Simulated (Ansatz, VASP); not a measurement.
Two plane-wave programs on Sn6Ge

```xyz
7
Lattice="4.0647 0.0000 0.0000 0.0000 4.0647 0.0000 0.0000 0.0000 11.9933" Properties=species:S:1:pos:R:3 pbc="T T T"
Sn    2.0323    2.0323    4.1270
Sn    2.0323    2.0323    7.8664
Sn    0.0000    0.0000    2.7944
Sn    0.0000    0.0000    9.1990
Sn    0.0000    0.0000    5.9967
Sn    2.0323    2.0323    0.0000
Ge    0.0000    0.0000    0.0000
```

Alike in both runs: functional PBE; k mesh 4 × 4 × 2; occupations gaussian, width 0.2 eV; no spin polarisation.

Ansatz relaxed the structure, and its values are those at the end. VASP's run is a single point on that final structure, the one shown.

|  | VASP | Ansatz |
| --- | --- | --- |
| version | VASP 6.6.1 | Ansatz 0.2.0 |
| potentials or method | VASP PAW PBE potentials, release 64 (Sn_d, Ge_d), cutoff 520 eV | scalar-relativistic, plane waves, PAW |
| valence electrons in the cell | 98 | 98 |

|  | VASP | Ansatz | Ansatz less VASP |
| --- | --- | --- | --- |
| gap on the k mesh at the Fermi level (eV) | none | none | - |
| pressure (GPa) | -0.2 | -0.1 | +0.04 |
| rms of the force components (eV/Å) | 0.009 | 0.008 | -0.0003 |

A gap of «none» marks a metal or a gap that the smearing closes. The functional is the same, so the differences come from potentials, cutoffs and numerics.

The k mesh is coarse, so the values compare programs but aren't converged.
